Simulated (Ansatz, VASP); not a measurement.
## MoW2 in VASP and in Ansatz

```
CELL_PARAMETERS angstrom
4.68576 0.00000 0.00000
-2.34288 4.05798 0.00000
0.00000 0.00000 2.59688
ATOMIC_POSITIONS crystal
Mo 0.00000 0.00000 0.00000
W 0.33333 0.66667 0.50000
W 0.66667 0.33333 0.50000
```

Alike in both runs: functional PBE; k mesh 12 × 12 × 16; occupations gaussian, width 0.1 eV; no spin polarisation.

Ansatz relaxed the structure, and its values are those at the end. VASP's run is a single point on that final structure, the one shown.

```csv
,VASP,Ansatz
version,VASP 6.6.1,Ansatz 0.2.0
potentials or method,"VASP PAW PBE potentials, release 64 (Mo_sv, W_sv), cutoff 520 eV","scalar-relativistic, plane waves, PAW"
valence electrons in the cell,42,42
```

```csv
,VASP,Ansatz,Ansatz less VASP
gap on the k mesh at the Fermi level (eV),none,none,-
pressure (GPa),0.6,0.0,-0.56
```

A gap of «none» marks a metal or a gap that the smearing closes.

Neither program's run includes spin-orbit coupling.
